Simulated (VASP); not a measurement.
# KI (P4/mmm) in VASP: settings compared

KI is run at these levels: PBE, r2SCAN, HSE06; tasks: single point.

Program: VASP 6.6.1. These are calculated values, not measurements. Logs are shortened: lines on timing, memory, paths and dates and some standing lists are left out, and cuts for length are marked.

## (1) The cell of the first run

The structure is tetragonal, space group P4/mmm (No. 123). Conventional cell: a = 4.034 Å, b = 4.034 Å, c = 4.374 Å, α = 90.00°, β = 90.00°, γ = 90.00°. K (site symmetry 4/mmm) has 8 I at 3.59 Å and 6 K at 4.03 to 4.37 Å within 4.7 Å. I (site symmetry 4/mmm) has 8 K at 3.59 Å and 6 I at 4.03 to 4.37 Å within 4.7 Å.

## (2) Single point, PBE (epitaxial xy strain -6.0%)

File INCAR:

```
PREC = Accurate
ENCUT = 520
EDIFF = 1E-7
ISMEAR = -1
SIGMA = 0.02
LREAL = False
LASPH = True
NELM = 60
ALGO = Normal
ISIF = 2
LWAVE = False
LCHARG = False
GGA = PE
NBANDS = 15
```

File KPOINTS:

```
regular mesh
0
Gamma
  6 6 6
```

File POSCAR:

```
KI
1.0
    4.0339128391      0.0000000000      0.0000000000
    0.0000000000      4.0339128391      0.0000000000
    0.0000000000      0.0000000000      4.3744864235
K I
1 1
Direct
    0.0000000000      0.0000000000      0.0000000000
    0.5000000000      0.5000000000      0.5000000000
```

Potentials or basis: VASP PAW PBE potentials, release 64 (K_sv, I).

The run is started by

```
cat potpaw_PBE.64/K_sv/POTCAR potpaw_PBE.64/I/POTCAR > POTCAR
mpirun -np 1 vasp_std > vasp.out
```

OUTCAR:

```text
PREC = Accurate
   ENCUT = 520
   EDIFF = 1E-7
   ISMEAR = -1
   LREAL = False
   LASPH = True
   NELM = 60
   ISIF = 2
   GGA = PE

 ion  position               nearest neighbor table
   1  0.000  0.000  0.000-   2 3.59   2 3.59   2 3.59   2 3.59   2 3.59   2 3.59   2 3.59   2 3.59

   2  0.500  0.500  0.500-   1 3.59   1 3.59   1 3.59   1 3.59   1 3.59   1 3.59   1 3.59   1 3.59

  LATTYP: Found a simple tetragonal cell.
 ALAT       =     4.0339128391
 C/A-ratio  =     1.0844276012

  Lattice vectors:

 A1 = (   4.0339128391,   0.0000000000,   0.0000000000)
 A2 = (   0.0000000000,   4.0339128391,   0.0000000000)
 A3 = (   0.0000000000,   0.0000000000,   4.3744864235)

Analysis of symmetry for initial positions (statically):
=====================================================================
 Subroutine PRICEL returns:
 Original cell was already a primitive cell.

 Routine SETGRP: Setting up the symmetry group for a
 simple tetragonal supercell.

 Subroutine GETGRP returns: Found 16 space group operations
 (whereof 16 operations were pure point group operations)
 out of a pool of 16 trial point group operations.

The static configuration has the point symmetry D_4h.

Analysis of symmetry for dynamics (positions and initial velocities):
=====================================================================
 Subroutine PRICEL returns:
 Original cell was already a primitive cell.

 Routine SETGRP: Setting up the symmetry group for a
 simple tetragonal supercell.

 Subroutine GETGRP returns: Found 16 space group operations
 (whereof 16 operations were pure point group operations)
 out of a pool of 16 trial point group operations.

The dynamic configuration has the point symmetry D_4h.

 Subroutine INISYM returns: Found 16 space group operations
 (whereof 16 operations are pure point group operations),
 and found     1 'primitive' translations

----------------------------------------------------------------------------------------

                                     Primitive cell

  volume of cell :      71.1836

  direct lattice vectors                    reciprocal lattice vectors
     4.033912839  0.000000000  0.000000000     0.247898266  0.000000000  0.000000000
     0.000000000  4.033912839  0.000000000     0.000000000  0.247898266  0.000000000
     0.000000000  0.000000000  4.374486423     0.000000000  0.000000000  0.228598263

  length of vectors
     4.033912839  4.033912839  4.374486423     0.247898266  0.247898266  0.228598263

  position of ions in fractional coordinates (direct lattice)
     0.000000000  0.000000000  0.000000000
     0.500000000  0.500000000  0.500000000

  ion indices of the primitive-cell ions
   primitive index   ion index
                 1           1
                 2           2

----------------------------------------------------------------------------------------

 KPOINTS: regular mesh

Automatic generation of k-mesh.
 Grid dimensions read from file:
 generate k-points for:    6    6    6

 Generating k-lattice:

  Cartesian coordinates                     Fractional coordinates (reciprocal lattice)
     0.041316378  0.000000000  0.000000000     0.166666667  0.000000000  0.000000000
     0.000000000  0.041316378  0.000000000     0.000000000  0.166666667  0.000000000
     0.000000000  0.000000000  0.038099711     0.000000000  0.000000000  0.166666667

  Length of vectors
     0.041316378  0.041316378  0.038099711

  Shift w.r.t. Gamma in fractional coordinates (k-lattice)
     0.000000000  0.000000000  0.000000000

 Subroutine IBZKPT returns following result:
 ===========================================

 Found     40 irreducible k-points:

 Following reciprocal coordinates:
            Coordinates               Weight
  0.000000  0.000000  0.000000      1.000000
  0.166667  0.000000  0.000000      4.000000
  0.333333  0.000000  0.000000      4.000000
  0.500000  0.000000  0.000000      2.000000
  0.166667  0.166667  0.000000      4.000000
  0.333333  0.166667  0.000000      8.000000
[... 16 lines left out ...]
  0.333333  0.000000  0.333333      8.000000
  0.500000  0.000000  0.333333      4.000000
 [... further k-points ...]
   k-points           NKPTS =     40   k-points in BZ     NKDIM =     40   number of bands    NBANDS=     15
   number of dos      NEDOS =    301   number of ions     NIONS =      2
   total plane-waves  NPLWV =  32400
   dimension x,y,z NGX =    30 NGY =   30 NGZ =   36
   dimension x,y,z NGXF=    60 NGYF=   60 NGZF=   72
   ions per type =               1   1
   NGX,Y,Z   is equivalent  to a cutoff of  12.36, 12.36, 13.68 a.u.
   NGXF,Y,Z  is equivalent  to a cutoff of  24.73, 24.73, 27.36 a.u.
 SYSTEM =  unknown system
   PREC   = accura    normal or accurate (medium, high low for compatibility)
   ISTART =      0    job   : 0-new  1-cont  2-samecut
   ICHARG =      2    charge: 1-file 2-atom 10-const
   ISPIN  =      1    spin polarized calculation?
   LNONCOLLINEAR =      F non collinear calculations
   LSORBIT =      F    spin-orbit coupling
   LASPH  =      T    aspherical Exc in radial PAW
   ENCUT  =  520.0 eV  38.22 Ry    6.18 a.u.   7.50  7.50  8.13*2*pi/ulx,y,z
   NELM   =     60;   NELMIN=  2; NELMDL= -5     # of ELM steps
   EDIFF  = 0.1E-06   stopping-criterion for ELM
   LREAL  =      F    real-space projection
   EDIFFG = 0.1E-05   stopping-criterion for IOM
   NSW    =      0    number of steps for IOM
   IBRION =     -1    ionic relax: 0-MD 1-quasi-New 2-CG
   NFREE  =      0    steps in history (QN), initial steepest desc. (CG)
   ISIF   =      2    stress and relaxation
   ISYM   =      2    0-nonsym 1-usesym 2-fastsym
   POTIM  = 0.5000    time-step for ionic-motion
   TEBEG  =    0.0;   TEEND  =   0.0 temperature during run
   PSTRESS=    0.0 pullay stress
   NELECT =      16.0000    total number of electrons
   NUPDOWN=      -1.0000    fix difference up-down
   EMIN   =  10.00;   EMAX   =-10.00  energy-range for DOS
   EFERMI =   0.00;   METHOD = LEGACY
   ISMEAR =    -1;   SIGMA  =   0.02  broadening in eV -4-tet -1-fermi 0-gaus
   EFERMI_NEDOS =   21; number of points for ismear=-14 and -15
   IALGO  =     38    algorithm
   IMIX   =      4    mixing-type and parameters
     AMIX     =   0.40;   BMIX     =  1.00
     AMIX_MAG =   1.60;   BMIX_MAG =  1.00
  volume/ion in A,a.u.               =      35.59       240.19
  Fermi-wavevector in a.u.,A,eV,Ry     =   0.995378  1.880992 13.480350  0.990778
  Thomas-Fermi vector in A             =   2.127394
   LORBIT       =      0    0 simple, 1 ext, 2 COOP (PROOUT), +10 PAW based schemes
   GGA     = PE    functional components
   LHFCALC =     F    Hartree Fock is set to
   AEXX    =    0.0000 exact exchange contribution
   IVDW    =     0    specifies the selected vdW correction
   LEPSILON=     F    determine dielectric tensor
   LRPA    =     F    only Hartree local field effects (RPA)
 non-spin polarized calculation
  energy-cutoff  :      520.00
  volume of cell :       71.18
 maximum number of plane-waves:      1944
   NGX = 15   NGY = 15   NGZ = 17

 number of electron      16.0000003 magnetization

 Free energy of the ion-electron system (eV)
  ---------------------------------------------------
  ext. energy  EPLUGINS =         0.00000000
  ---------------------------------------------------
  free energy    TOTEN  =        -5.31745393 eV

  energy without entropy =       -5.31745393  energy(sigma->0) =       -5.31745393

 E-fermi :   2.2930     XC(G=0):  -8.1433

 val. band max:        1.8202760128   @ k =   0.5000   0.0000   0.5000
 cond. band min:       5.0912345405   @ k =   0.0000   0.0000   0.0000
 fundamental gap:      3.2709585277
 Fermi energy:         2.2929694046

 k-point     1 :       0.0000    0.0000    0.0000
  band No.  band energies     occupation
      1     -27.7197      2.00000
      2     -11.1781      2.00000
      3     -11.1677      2.00000
      4     -11.1677      2.00000
      5      -9.8376      2.00000
      6       0.8187      2.00000
      7       1.4274      2.00000
      8       1.4274      2.00000
      9       5.0912      0.00000
     10       6.1272      0.00000
     11       6.3320      0.00000
     12       9.9406      0.00000
     13       9.9406      0.00000
     14      10.4819      0.00000
     15      11.8945      0.00000

 k-point     2 :       0.1667    0.0000    0.0000
  band No.  band energies     occupation
      1     -27.7171      2.00000
      2     -11.2516      2.00000
      3     -11.1719      2.00000
      4     -11.1627      2.00000
      5      -9.7094      2.00000
      6       0.5691      2.00000
      7       0.8408      2.00000
      8       1.4596      2.00000
      9       5.5598      0.00000
     10       6.4596      0.00000
     11       7.2547      0.00000
     12       9.7733      0.00000
     13      10.0761      0.00000
     14      10.3008      0.00000
     15      11.3782      0.00000

 k-point     3 :       0.3333    0.0000    0.0000
  band No.  band energies     occupation
      1     -27.7118      2.00000
      2     -11.3953      2.00000
      3     -11.1595      2.00000
      4     -11.1527      2.00000
      5      -9.4641      2.00000
      6      -0.6170      2.00000
      7       0.8846      2.00000
      8       1.5246      2.00000
      9       6.4743      0.00000
     10       7.1470      0.00000
     11       8.8094      0.00000
     12       9.6581      0.00000
     13       9.7982      0.00000
     14      10.1614      0.00000
     15      10.4041      0.00000
[... 343 lines left out ...]
 k-point    23 :       0.3333    0.0000    0.3333
  band No.  band energies     occupation
      1     -27.7089      2.00000
      2     -11.3265      2.00000
      3     -11.2470      2.00000
      4     -11.1468      2.00000
      5      -9.4248      2.00000
      6      -0.3482      2.00000
      7      -0.1020      2.00000
      8       1.6623      2.00000
      9       6.2965      0.00000
     10       7.5162      0.00000
     11       8.9107      0.00000
     12       9.3462      0.00000
     13       9.5695      0.00000
     14       9.9576      0.00000
     15      11.1353      0.00000

 k-point    24 :       0.5000    0.0000    0.3333
  band No.  band energies     occupation
      1     -27.7063      2.00000
      2     -11.3648      2.00000
      3     -11.2218      2.00000
      4     -11.1426      2.00000
      5      -9.3877      2.00000
      6      -0.6805      2.00000
      7      -0.0001      2.00000
      8       1.7501      2.00000
      9       5.8498      0.00000
     10       7.6313      0.00000
     11       8.8926      0.00000
     12       8.9247      0.00000
     13       9.7605      0.00000
     14      10.5018      0.00000
     15      11.4420      0.00000

 [... further k-points ...]
[... 5 lines left out ...]
  --------------------------------------------------------------------------------------
  -------------------------------------------------------------------------------------
  Total        1.5472332      1.5472332      0.2949353      0.0000000     -0.0000000      0.0000000
  in kB       34.8246100     34.8246100      6.6383067      0.0000000     -0.0000000      0.0000000
  external PRESSURE =      25.4291755 kB  Pullay stress =       0.0000000 kB

 VOLUME and BASIS-vectors are now :
 -----------------------------------------------------------------------------
  energy-cutoff  :      520.00
  volume of cell :       71.18
      direct lattice vectors                 reciprocal lattice vectors
     4.033912839  0.000000000  0.000000000     0.247898266  0.000000000  0.000000000
     0.000000000  4.033912839  0.000000000     0.000000000  0.247898266  0.000000000
     0.000000000  0.000000000  4.374486423     0.000000000  0.000000000  0.228598263

 POSITION                                       TOTAL-FORCE (eV/Angst)
 -----------------------------------------------------------------------------------
      0.00000      0.00000      0.00000         0.000000      0.000000      0.000000
      2.01696      2.01696      2.18724         0.000000      0.000000      0.000000
 -----------------------------------------------------------------------------------
    total drift:                                0.000000     -0.000000     -0.000000

  FREE ENERGIE OF THE ION-ELECTRON SYSTEM (eV)
  ---------------------------------------------------
  free  energy   TOTEN  =        -5.3174539309 eV

  energy  without entropy=       -5.3174539309  energy(sigma->0) =       -5.31745393
```

It took 32 s on 1 thread of Intel Xeon Platinum 8488C (Sapphire Rapids), shared host; peak memory 0.19 GiB.

Results:

```yaml
Free_energy: -5.3175 eV
Pressure: 2.5 GPa
Band_gap_on_the_k_mesh: 3.27 eV, indirect (least direct gap 3.55 eV)
```

Stress tensor (GPa, compression positive):
```
3.48 0.00 0.00
0.00 3.48 0.00
0.00 0.00 0.66
```

Caveat: the cell differs from its parent crystal (epitaxial xy strain -6.0%); spin-orbit coupling is left out, which moves the levels of the heavy elements. A k mesh can miss the band edges.

## (3) Single point, r2SCAN (epitaxial xy strain -6.0%)

POSCAR is that of step 2.

File INCAR.step1:

```
SYSTEM = KI
PREC     = Accurate       ! precision mode
ENCUT    = 520            ! plane-wave cutoff, eV
ISMEAR   = 0              ! smearing method
SIGMA    = 0.01           ! smearing width, eV
LREAL    = .FALSE.        ! projectors in reciprocal space
LASPH    = .TRUE.         ! aspherical terms in the spheres
NELM     = 80             ! most SCF steps
NBANDS   = 15             ! bands
GGA      = PE             ! functional
ALGO     = Normal         ! electronic algorithm
EDIFF    = 1E-4           ! SCF threshold, eV
LWAVE    = .TRUE.         ! write WAVECAR
LCHARG   = .FALSE.        ! write CHGCAR
```

File INCAR.step2:

```
SYSTEM = KI
PREC     = Accurate       ! precision mode
ENCUT    = 520            ! plane-wave cutoff, eV
EDIFF    = 1E-7           ! SCF threshold, eV
ISMEAR   = 0              ! smearing method
SIGMA    = 0.01           ! smearing width, eV
LREAL    = .FALSE.        ! projectors in reciprocal space
LASPH    = .TRUE.         ! aspherical terms in the spheres
NELM     = 80             ! most SCF steps
ALGO     = Normal         ! electronic algorithm
ISIF     = 2              ! what is computed and relaxed
LWAVE    = .FALSE.        ! write WAVECAR
LCHARG   = .FALSE.        ! write CHGCAR
METAGGA  = R2SCAN         ! meta-GGA
LMIXTAU  = .TRUE.       
NBANDS   = 15             ! bands
ISTART   = 1
```

File KPOINTS:

```
Automatic mesh
0
G
  6 6 6
  0 0 0
```

Potentials or basis: VASP PAW PBE potentials, release 64 (K_sv, I).

The run is started by

```
cat potpaw_PBE.64/K_sv/POTCAR potpaw_PBE.64/I/POTCAR > POTCAR
cp INCAR.step1 INCAR
mpirun -np 1 vasp_std > vasp.out
cp INCAR.step2 INCAR
mpirun -np 1 vasp_std > vasp.out
```

Wall time 98 s (1 thread of Intel Xeon Platinum 8488C (Sapphire Rapids), shared host); peak memory 0.2 GiB.

It converged, with:

* Free energy: -33.7811 eV
* Pressure: 2.1 GPa
* Band gap on the k mesh: 3.94 eV, indirect (least direct gap 4.06 eV)

Stress tensor (GPa, compression positive):
```
3.09 0.00 0.00
0.00 3.09 0.00
0.00 0.00 0.02
```

Levels at points of the mesh, in eV from the valence-band top:
```csv
k point,band 6,band 7,band 8,band 9,band 10,band 11
"(0.00, 0.00, 0.00)",-1.04,-0.40,-0.40,3.94,4.84,5.00
"(0.50, 0.00, 0.00)",-2.95,-0.94,-0.26,6.10,6.36,7.45
"(0.50, 0.50, 0.00)",-2.23,-2.23,-0.49,4.20,5.72,6.65
"(0.00, 0.00, 0.50)",-2.89,-0.40,-0.40,6.31,6.34,7.40
"(0.50, 0.00, 0.50)",-2.40,-2.12,0.00,4.06,6.42,7.32
"(0.50, 0.50, 0.50)",-2.30,-2.30,-2.07,5.84,6.07,6.07
```

Caveat: the cell differs from its parent crystal (epitaxial xy strain -6.0%); the PAW data sets were made with another functional, which shifts forces and pressure a little; spin-orbit coupling is left out, which moves the levels of the heavy elements.

## (4) Single point, HSE06 (epitaxial xy strain -6.0%)

POSCAR is that of step 3.

File INCAR.step1:

```
ALGO = Normal
EDIFF = 1E-5
ENCUT = 520
GGA = PE
ISIF = 2
ISMEAR = 0
LASPH = T
LCHARG = F
LREAL = F
LWAVE = T
NBANDS = 15
NELM = 100
PREC = Accurate
SIGMA = 0.01
```

File INCAR.step2:

```
ALGO = Normal
EDIFF = 1E-6
ENCUT = 520
GGA = PE
HFSCREEN = 0.2079
ISIF = 2
ISMEAR = 0
ISTART = 1
LASPH = T
LCHARG = F
LHFCALC = T
LREAL = F
LWAVE = F
NBANDS = 15
NELM = 100
PREC = Accurate
PRECFOCK = Normal
SIGMA = 0.01
```

File KPOINTS:

```
k-points
0
Gamma
  4 4 4
```

The run is started by

```
cat potpaw_PBE.64/K_sv/POTCAR potpaw_PBE.64/I/POTCAR > POTCAR
cp INCAR.step1 INCAR
mpirun -np 1 vasp_std > vasp.out
cp INCAR.step2 INCAR
mpirun -np 1 vasp_std > vasp.out
```

Wall time 13 min (1 thread of Intel Xeon Platinum 8488C (Sapphire Rapids), shared host); peak memory 0.3 GiB.

It converged, with:

```
Free energy            : -6.1611 eV
Pressure               : 2.3 GPa
Band gap on the k mesh : 4.24 eV, indirect (least direct gap 4.51 eV)
```

Stress tensor (GPa, compression positive):
```
3.31 0.00 0.00
0.00 3.31 0.00
0.00 0.00 0.32
```

Levels at points of the mesh, in eV from the valence-band top:
| k point | band 5 | band 6 | band 7 | band 8 | band 9 | band 10 | band 11 | band 12 |
| --- | --- | --- | --- | --- | --- | --- | --- | --- |
| (0.00, 0.00, 0.00) | -12.64 | -1.07 | -0.43 | -0.43 | 4.24 | 5.31 | 5.54 | 9.53 |
| (0.50, 0.00, 0.00) | -12.09 | -3.13 | -0.95 | -0.27 | 6.45 | 7.03 | 7.88 | 8.72 |
| (0.50, 0.50, 0.00) | -12.01 | -2.37 | -2.37 | -0.48 | 4.65 | 6.19 | 7.25 | 7.25 |
| (0.00, 0.00, 0.50) | -12.19 | -3.04 | -0.42 | -0.42 | 6.66 | 7.01 | 7.82 | 8.28 |
| (0.50, 0.00, 0.50) | -12.16 | -2.54 | -2.21 | 0.00 | 4.51 | 6.85 | 7.96 | 8.11 |
| (0.50, 0.50, 0.50) | -11.83 | -2.43 | -2.43 | -2.16 | 6.31 | 6.53 | 6.53 | 10.07 |

Caveat: the cell differs from its parent crystal (epitaxial xy strain -6.0%); the PAW data sets were made with another functional, which shifts forces and pressure a little; spin-orbit coupling is left out, which moves the levels of the heavy elements. A k mesh can miss the band edges.

## (5) Overview

| level | k mesh | smearing | grid for exact exchange (PRECFOCK) | screening parameter | gap on the mesh (eV) | pressure (GPa) |
| --- | --- | --- | --- | --- | --- | --- |
| PBE | 6 × 6 × 6 | fermi-dirac 0.02 eV | - | - | 3.27 | 2.5 |
| r2SCAN | 6 × 6 × 6 | gaussian 0.01 eV | - | - | 3.94 | 2.1 |
| HSE06 | 4 × 4 × 4 | gaussian 0.01 eV | Normal | 0.2079 1/Å | 4.24 | 2.3 |

Alike in all rows: task single point; potentials or basis VASP PAW PBE potentials, release 64 (K_sv, I); no spin polarisation; cell as given; cutoff (eV) 520.

Caveats: spin-orbit coupling is left out, which moves the levels of the heavy elements; the PAW data sets were made with another functional, which shifts forces and pressure a little (some runs).

Total energies depend on the potentials used, so only differences within one code and one set of settings carry meaning.
